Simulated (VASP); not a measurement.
# Nb (C2/m) in VASP: electric field gradients with LDA

Aim: the electric field gradients of Nb with LDA.

Program: VASP 6.6.1. These are calculated values, not measurements. Logs are shortened: lines on timing, memory, paths and dates and some standing lists are left out, and cuts for length are marked.

## (1) The cell of the first run

It takes space group C2/m (No. 12, monoclinic). The conventional cell has a = 5.121 Å, b = 2.956 Å, c = 4.789 Å, α = 90.00°, β = 90.00°, γ = 90.00°. Nb (site symmetry m) has 12 Nb at 2.70 to 3.23 Å within 3.6 Å.

## (2) Electric field gradients, LDA (shortest bond scaled by 1.1)

Contents of INCAR:

```
PREC = Accurate
ENCUT = 520
EDIFF = 1E-8
ISMEAR = -1
SIGMA = 0.05
LREAL = F
LASPH = T
NELM = 100
ALGO = Normal
ISIF = 2
LWAVE = F
LCHARG = F
GGA = CA
LEFG = T
NBANDS = 20
```

Contents of KPOINTS:

```
Automatic mesh
0
Gamma
  12 12 6
```

Contents of POSCAR:

```
Nb
1.0
    2.9563926124      0.0000000000      0.0000000000
   -1.4781963062      2.5603111058      0.0000000000
    0.0000000000      0.0000000000      4.7893560320
Nb
2
Direct
    0.3666666667      0.6833333333      0.2750000000
    0.6333333333      0.3166666667      0.7250000000
```

Potentials or basis: VASP PAW LDA potentials, release 64 (Nb_sv).

Launch:

```console
cat potpaw_LDA.64/Nb_sv/POTCAR > POTCAR
mpirun -np 1 vasp_std > vasp.out
```

OUTCAR:

```text
PREC = Accurate
   ENCUT = 520
   EDIFF = 1E-8
   ISMEAR = -1
   LREAL = F
   LASPH = T
   NELM = 100
   ISIF = 2
   GGA = CA

 ion  position               nearest neighbor table
   1  0.367  0.683  0.275-   2 2.70   2 2.70   2 2.86
   2  0.633  0.317  0.725-   1 2.70   1 2.70   1 2.86

  LATTYP: Found a hexagonal cell.
 ALAT       =     2.9563926124
 C/A-ratio  =     1.6200000000

  Lattice vectors:

 A1 = (   2.9563926124,   0.0000000000,   0.0000000000)
 A2 = (  -1.4781963062,   2.5603111058,   0.0000000000)
 A3 = (   0.0000000000,   0.0000000000,   4.7893560320)

Analysis of symmetry for initial positions (statically):
=====================================================================
 Subroutine PRICEL returns:
 Original cell was already a primitive cell.

 Routine SETGRP: Setting up the symmetry group for a
 hexagonal supercell.

 Subroutine GETGRP returns: Found  4 space group operations
 (whereof  4 operations were pure point group operations)
 out of a pool of 24 trial point group operations.

The static configuration has the point symmetry C_2h.

Analysis of symmetry for dynamics (positions and initial velocities):
=====================================================================
 Subroutine PRICEL returns:
 Original cell was already a primitive cell.

 Routine SETGRP: Setting up the symmetry group for a
 hexagonal supercell.

 Subroutine GETGRP returns: Found  4 space group operations
 (whereof  4 operations were pure point group operations)
 out of a pool of 24 trial point group operations.

The dynamic configuration has the point symmetry C_2h.

 Subroutine INISYM returns: Found  4 space group operations
 (whereof  4 operations are pure point group operations),
 and found     1 'primitive' translations

----------------------------------------------------------------------------------------

                                     Primitive cell

  volume of cell :      36.2520

  direct lattice vectors                    reciprocal lattice vectors
     2.956392612  0.000000000  0.000000000     0.338250067  0.195288767  0.000000000
    -1.478196306  2.560311106  0.000000000     0.000000000  0.390577535  0.000000000
     0.000000000  0.000000000  4.789356032     0.000000000  0.000000000  0.208796338

  length of vectors
     2.956392612  2.956392612  4.789356032     0.390577535  0.390577535  0.208796338

  position of ions in fractional coordinates (direct lattice)
     0.366666667  0.683333333  0.275000000
     0.633333333  0.316666667  0.725000000

  ion indices of the primitive-cell ions
   primitive index   ion index
                 1           1
                 2           2

----------------------------------------------------------------------------------------

 KPOINTS: Automatic mesh

Automatic generation of k-mesh.
 Grid dimensions read from file:
 generate k-points for:   12   12    6

 Generating k-lattice:

  Cartesian coordinates                     Fractional coordinates (reciprocal lattice)
     0.028187506  0.016274064  0.000000000     0.083333333  0.000000000  0.000000000
     0.000000000  0.032548128  0.000000000     0.000000000  0.083333333  0.000000000
     0.000000000  0.000000000  0.034799390     0.000000000  0.000000000  0.166666667

  Length of vectors
     0.032548128  0.032548128  0.034799390

  Shift w.r.t. Gamma in fractional coordinates (k-lattice)
     0.000000000  0.000000000  0.000000000

 Subroutine IBZKPT returns following result:
 ===========================================

 Found    242 irreducible k-points:

 Following reciprocal coordinates:
            Coordinates               Weight
  0.000000  0.000000  0.000000      1.000000
  0.083333  0.000000  0.000000      2.000000
  0.000000  0.083333  0.000000      4.000000
  0.166667  0.000000  0.000000      2.000000
  0.000000  0.166667  0.000000      4.000000
  0.250000  0.000000  0.000000      2.000000
[... 16 lines left out ...]
 -0.083333  0.416667  0.000000      4.000000
 -0.416667  0.333333  0.000000      4.000000
 [... further k-points ...]
   k-points           NKPTS =    242   k-points in BZ     NKDIM =    242   number of bands    NBANDS=     20
   number of dos      NEDOS =    301   number of ions     NIONS =      2
   total plane-waves  NPLWV =  20736
   dimension x,y,z NGX =    24 NGY =   24 NGZ =   36
   dimension x,y,z NGXF=    48 NGYF=   48 NGZF=   72
   ions per type =               2
   NGX,Y,Z   is equivalent  to a cutoff of  13.50, 13.50, 12.50 a.u.
   NGXF,Y,Z  is equivalent  to a cutoff of  26.99, 26.99, 24.99 a.u.
 SYSTEM =  unknown system
   PREC   = accura    normal or accurate (medium, high low for compatibility)
   ISTART =      0    job   : 0-new  1-cont  2-samecut
   ICHARG =      2    charge: 1-file 2-atom 10-const
   ISPIN  =      1    spin polarized calculation?
   LNONCOLLINEAR =      F non collinear calculations
   LSORBIT =      F    spin-orbit coupling
   LASPH  =      T    aspherical Exc in radial PAW
   ENCUT  =  520.0 eV  38.22 Ry    6.18 a.u.   5.50  5.50  8.91*2*pi/ulx,y,z
   NELM   =    100;   NELMIN=  2; NELMDL= -5     # of ELM steps
   EDIFF  = 0.1E-07   stopping-criterion for ELM
   LREAL  =      F    real-space projection
   EDIFFG = 0.1E-06   stopping-criterion for IOM
   NSW    =      0    number of steps for IOM
   IBRION =     -1    ionic relax: 0-MD 1-quasi-New 2-CG
   NFREE  =      0    steps in history (QN), initial steepest desc. (CG)
   ISIF   =      2    stress and relaxation
   ISYM   =      2    0-nonsym 1-usesym 2-fastsym
   POTIM  = 0.5000    time-step for ionic-motion
   TEBEG  =    0.0;   TEEND  =   0.0 temperature during run
   PSTRESS=    0.0 pullay stress
   NELECT =      26.0000    total number of electrons
   NUPDOWN=      -1.0000    fix difference up-down
   EMIN   =  10.00;   EMAX   =-10.00  energy-range for DOS
   EFERMI =   0.00;   METHOD = LEGACY
   ISMEAR =    -1;   SIGMA  =   0.05  broadening in eV -4-tet -1-fermi 0-gaus
   EFERMI_NEDOS =   21; number of points for ismear=-14 and -15
   IALGO  =     38    algorithm
   IMIX   =      4    mixing-type and parameters
     AMIX     =   0.40;   BMIX     =  1.00
     AMIX_MAG =   1.60;   BMIX_MAG =  1.00
  volume/ion in A,a.u.               =      18.13       122.32
  Fermi-wavevector in a.u.,A,eV,Ry     =   1.465397  2.769199 29.216991  2.147388
  Thomas-Fermi vector in A             =   2.581259
   LORBIT       =      0    0 simple, 1 ext, 2 COOP (PROOUT), +10 PAW based schemes
   GGA     = CA    functional components
   LHFCALC =     F    Hartree Fock is set to
   AEXX    =    0.0000 exact exchange contribution
   IVDW    =     0    specifies the selected vdW correction
   LEPSILON=     F    determine dielectric tensor
   LRPA    =     F    only Hartree local field effects (RPA)
 non-spin polarized calculation
  energy-cutoff  :      520.00
  volume of cell :       36.25
 maximum number of plane-waves:      1002
 NGX is ok and might be reduce to    24
   NGX = 11   NGY = 11   NGZ = 17

 number of electron      26.0000000 magnetization

 Free energy of the ion-electron system (eV)
  ---------------------------------------------------
  ext. energy  EPLUGINS =         0.00000000
  ---------------------------------------------------
  free energy    TOTEN  =       -21.49149121 eV

  energy without entropy =      -21.46675016  energy(sigma->0) =      -21.47912069

 E-fermi :  11.2812     XC(G=0): -12.6467

 val. band max:       11.2810527166   @ k =   0.0000   0.5000   0.1667
 cond. band min:      11.2813868215   @ k =   0.0833   0.0000   0.5000
 fundamental gap:      0.0003341049
 Fermi energy:        11.2812497453

 k-point     1 :       0.0000    0.0000    0.0000
  band No.  band energies     occupation
      1     -43.1720      2.00000
      2     -42.8575      2.00000
      3     -20.0678      2.00000
      4     -18.8854      2.00000
      5     -18.7852      2.00000
      6     -18.6545      2.00000
[... 12 lines left out ...]
     19      15.0545      0.00000
     20      16.2434      0.00000

 k-point     2 :       0.0833    0.0000    0.0000
  band No.  band energies     occupation
      1     -43.1586      2.00000
      2     -42.8513      2.00000
      3     -20.0431      2.00000
      4     -18.9063      2.00000
      5     -18.8740      2.00000
      6     -18.7133      2.00000
[... 498 lines left out ...]
 k-point    24 :      -0.4167    0.3333    0.0000
  band No.  band energies     occupation
      1     -42.9557      2.00000
      2     -42.8146      2.00000
      3     -19.8147      2.00000
      4     -19.6848      2.00000
      5     -19.3113      2.00000
      6     -19.0841      2.00000
[... 12 lines left out ...]
     19      16.3034      0.00000
     20      20.7957      0.00000

 [... further k-points ...]

------------------------ aborting loop because EDIFF is reached ----------------------------------------

  FORCE on cell =-STRESS in cart. coord.  units (eV):
  Direction    XX          YY          ZZ          XY          YZ          ZX
  --------------------------------------------------------------------------------------
  -------------------------------------------------------------------------------------
  Total       -0.7069633      0.1315276     -0.0691759     -0.7261544     -0.4730749     -0.8193898
  in kB      -31.2446354      5.8129364     -3.0572668    -32.0927985    -20.9078108    -36.2133887
  external PRESSURE =      -9.4963220 kB  Pullay stress =       0.0000000 kB

 VOLUME and BASIS-vectors are now :
 -----------------------------------------------------------------------------
  energy-cutoff  :      520.00
  volume of cell :       36.25
      direct lattice vectors                 reciprocal lattice vectors
     2.956392612  0.000000000  0.000000000     0.338250067  0.195288767  0.000000000
    -1.478196306  2.560311106  0.000000000     0.000000000  0.390577535  0.000000000
     0.000000000  0.000000000  4.789356032     0.000000000  0.000000000  0.208796338

 POSITION                                       TOTAL-FORCE (eV/Angst)
 -----------------------------------------------------------------------------------
      0.07391      1.74955      1.31707         0.599823      0.346308     -2.190095
      1.40429      0.81077      3.47228        -0.599823     -0.346308      2.190095
 -----------------------------------------------------------------------------------
    total drift:                               -0.000000      0.000000     -0.000000

  FREE ENERGIE OF THE ION-ELECTRON SYSTEM (eV)
  ---------------------------------------------------
  free  energy   TOTEN  =       -21.4914912084 eV

  energy  without entropy=      -21.4667501645  energy(sigma->0) =      -21.47912069

 Electric field gradients (V/A^2)
---------------------------------------------------------------------
 ion       V_xx      V_yy      V_zz      V_xy      V_xz      V_yz
---------------------------------------------------------------------
   1     -16.185   -15.220    31.405    -0.836     6.826     3.941
   2     -16.185   -15.220    31.405    -0.836     6.826     3.941
---------------------------------------------------------------------

 Electric field gradients after diagonalization (V/A^2)
 (convention: |V_zz| > |V_xx| > |V_yy|)
----------------------------------------------------------------------
 ion       V_xx      V_yy      V_zz     asymmetry (V_yy - V_xx)/ V_zz
----------------------------------------------------------------------
   1     -17.927   -14.737    32.664       0.098
   2     -17.927   -14.737    32.664       0.098
----------------------------------------------------------------------

           NMR quadrupolar parameters

 Cq : quadrupolar parameter    Cq=e*Q*V_zz/h
 eta: asymmetry parameters     (V_yy - V_xx)/ V_zz
 Q  : nuclear electric quadrupole moment in mb (millibarn)
----------------------------------------------------------------------
 ion       Cq(MHz)       eta       Q (mb)
----------------------------------------------------------------------
   1       0.079       0.098       1.000
   2       0.079       0.098       1.000
----------------------------------------------------------------------
```

Run time: 2 min. Hardware: 1 thread of Intel Xeon Platinum 8259CL at 2.50GHz (Skylake/Cascade Lake), shared host; peak memory 0.25 GiB.

Results:

| Property | Result |
| --- | --- |
| Free energy | -21.4915 eV |
| Pressure | -0.9 GPa |
| Largest force | 2.297 eV/Å |
| Band gap on the k mesh | zero (band 13 reaches 12.36 eV, above the bottom of band 14 at 10.68 eV) |

Forces on the atoms (eV/Å):
```
Nb   0.600  0.346 -2.190
Nb  -0.600 -0.346  2.190
```

Electric field gradients, principal values (V/Å²):
| atom | least | middle | greatest (by size) |
| --- | --- | --- | --- |
| 1 Nb | -14.737 | -17.927 | 32.664 |
| 2 Nb | -14.737 | -17.927 | 32.664 |

Caveat: the cell differs from its parent crystal (shortest bond scaled by 1.1); without QUAD_EFG the Cq values of the log hold for a quadrupole moment of 1 mb, not for the nuclei; forces of over 1 eV/Å act on the atoms, so gaps and moduli don't describe the material at rest.
